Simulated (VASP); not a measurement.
Set up this calculation in VASP 6.6.1, as the native input.

| Quantity | Value |
| --- | --- |
| Task | single point |
| Functional | r2SCAN |
| Potentials or basis | VASP PAW PBE potentials, release 64 (Cd, F) |
| Cutoff | 520 eV |
| k mesh | 8 × 8 × 8 |
| Occupations | gaussian, width 0.05 eV |
| Spin | no spin polarisation |
| Dipole correction | no |
| Further INCAR settings | ALGO = Normal; EDIFF = 1e-06; NBANDS = 20 |

The system is CdF2.

```
CELL_PARAMETERS angstrom
0.00000 2.69400 2.69400
2.69400 0.00000 2.69400
2.69400 2.69400 0.00000
ATOMIC_POSITIONS crystal
Cd 0.02009 0.02009 0.02009
F 0.25000 0.25000 0.25000
F 0.75000 0.75000 0.75000
```

This cell differs from its parent crystal: all Cd atoms moved +0.188 Å, as atom 1 along Cartesian [1 1 1].

These files were run (other wordings do the same):

POSCAR

```
CdF2
1.0
    0.0000000000      2.6940000000      2.6940000000
    2.6940000000      0.0000000000      2.6940000000
    2.6940000000      2.6940000000      0.0000000000
Cd F
1 2
Direct
    0.0200915322      0.0200915322      0.0200915322
    0.2500000000      0.2500000000      0.2500000000
    0.7500000000      0.7500000000      0.7500000000
```

INCAR.step1

```
SYSTEM = CdF2
PREC = Accurate
ENCUT = 520
ISMEAR = 0
SIGMA = 0.05
LREAL = .FALSE.
LASPH = .TRUE.
NELM = 80
NBANDS = 20
GGA = PE
ALGO = Normal
EDIFF = 1E-4
LWAVE = .TRUE.
LCHARG = .FALSE.
```

INCAR.step2

```
SYSTEM = CdF2
PREC = Accurate
ENCUT = 520
EDIFF = 1E-6
ISMEAR = 0
SIGMA = 0.05
LREAL = .FALSE.
LASPH = .TRUE.
NELM = 80
ALGO = Normal
ISIF = 2
LWAVE = .FALSE.
LCHARG = .FALSE.
METAGGA = R2SCAN
LMIXTAU = .TRUE.
NBANDS = 20
ISTART = 1
```

KPOINTS

```
Automatic mesh
0
G
  8 8 8
  0 0 0
```

Potentials or basis: VASP PAW PBE potentials, release 64 (Cd, F).

Launch:

```sh
$ cat potpaw_PBE.64/Cd/POTCAR potpaw_PBE.64/F/POTCAR > POTCAR
$ cp INCAR.step1 INCAR
$ mpirun -np 1 vasp_std > vasp.out
$ cp INCAR.step2 INCAR
$ mpirun -np 1 vasp_std > vasp.out
```

It gave:

The pressure is 3.2 GPa, the largest force is 1.300 eV/Å and the band gap on the k mesh is 3.78 eV (least direct gap 4.26 eV).

Caveat: the cell differs from its parent crystal (all Cd atoms moved +0.188 Å, as atom 1 along Cartesian [1 1 1]); the cell stands under pressure; the PAW data sets were made with another functional, which shifts forces and pressure a little.

Wall time 4 min on 1 thread of Intel Xeon 8259CL, with other jobs on the host, peak memory 0.2 GiB.
